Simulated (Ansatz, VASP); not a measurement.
# One calculation of TiO2, two programs

```
Ti O
1.0
    -1.89250    1.89250    4.85214
     1.89250   -1.89250    4.85214
     1.89250    1.89250   -4.85214
Ti O
2 4
Cartesian
  0.0000 0.0000 0.0000
  0.0000 1.8925 2.4261
  0.0000 0.0000 2.0049
  0.0000 1.8925 4.4310
  0.0000 1.8925 0.4212
  0.0000 0.0000 7.6994
```

Change from the starting cell: zz strain of +2 %.

Alike in both runs: task single point; functional LDA; k mesh 13 × 13 × 13; occupations fermi-dirac, width 0.08 eV; no spin polarisation.

|  | VASP | Ansatz |
| --- | --- | --- |
| version | VASP 6.6.1 | Ansatz 0.2.0 |
| potentials or method | VASP PAW LDA potentials, release 64 (Ti_sv, O), cutoff 520 eV | all-electron LAPW, scalar-relativistic |

|  | VASP | Ansatz | Ansatz less VASP |
| --- | --- | --- | --- |
| pressure (GPa) | -9.0 | -9.9 | -0.91 |
| traceless stress, the component that is largest in VASP (GPa) | -0.90 | -0.90 | +0.002 |
| rms of the force components (eV/Å) | 0.098 | 0.109 | +0.0104 |

LDA's correlation is that of Perdew and Zunger in VASP and of Perdew and Wang (1992) in Ansatz. Atom by atom the forces differ by 0.010 eV/Å (rms over components). Ansatz ran all-electron here, and VASP with PAW potentials.
